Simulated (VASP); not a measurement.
Crystal: Zr3NbTe2.

```xyz
6
Lattice="6.3838 0.0000 0.0000 -3.1919 5.5285 0.0000 0.0000 0.0000 3.5887" Properties=species:S:1:pos:R:3 pbc="T T T"
Zr    3.1919    0.0000    1.7943
Zr    1.5960    2.7643    1.7943
Zr   -1.5960    2.7643    1.7943
Nb    0.0000    0.0000    0.0000
Te    0.0000    3.6857    0.0000
Te    3.1919    1.8428    0.0000
```

The cell was generated, and may not be a known phase.

* Program: VASP 6.6.1
* Task: relaxation of cell and atoms
* Functional: PBE
* Potentials or basis: VASP PAW PBE potentials, release 64 (Zr_sv, Nb_sv, Te)
* Cutoff: 600 eV
* k mesh: 3 × 3 × 6
* Occupations: gaussian, width 0.1 eV
* Spin: no spin polarisation

At the start: pressure 33.7 GPa; volume 21.11 Å³/atom.

Where does the relaxation end?

Over 13 steps the energy falls by 764.4 meV/atom and the volume is 23.71 Å³/atom (+12.3 %); space group P6/mmm (No. 191, to 0.1 Å) before and after.

The path:
```tsv
step	energy change (eV)	largest force (eV/Å)	pressure (GPa)	volume (Å³)
1	0.0000	0.0000	33.65	126.66
2	1.1146	0.0000	-14.22	225.39
3	-3.0791	0.0000	-2.76	162.60
4	-3.0972	0.0000	-1.58	160.33
5	-3.0992	0.0000	-1.10	159.45
6	-3.3514	0.0000	-1.27	156.97
7	-4.2446	0.0000	-1.00	148.19
8	-2.8022	0.0000	14.69	125.70
9	-4.5546	0.0000	0.27	142.92
10	-4.5744	0.0000	1.47	140.10
11	-4.5806	0.0000	1.11	140.87
12	-4.5426	0.0000	-2.57	146.33
13	-4.5861	0.0000	0.07	142.28
```

Final structure:
```yaml
crystal:
  lattice:
    - [5.88106, 0.00000, 0.00000]
    - [-2.94053, 5.09315, 0.00000]
    - [0.00000, 0.00000, 4.75009]
  atoms:
    - { symbol: Zr, position: [0.50000, 0.00000, 0.50000] }
    - { symbol: Zr, position: [0.50000, 0.50000, 0.50000] }
    - { symbol: Zr, position: [0.00000, 0.50000, 0.50000] }
    - { symbol: Nb, position: [0.00000, 0.00000, 0.00000] }
    - { symbol: Te, position: [0.33333, 0.66667, 0.00000] }
    - { symbol: Te, position: [0.66667, 0.33333, 0.00000] }
```

Caveat: the k points lie up to 0.41 Å⁻¹ apart in the final cell, too coarse for converged energies and pressures of a metal; a cell axis changed by over 15 % at a fixed basis, so the end point is rough.
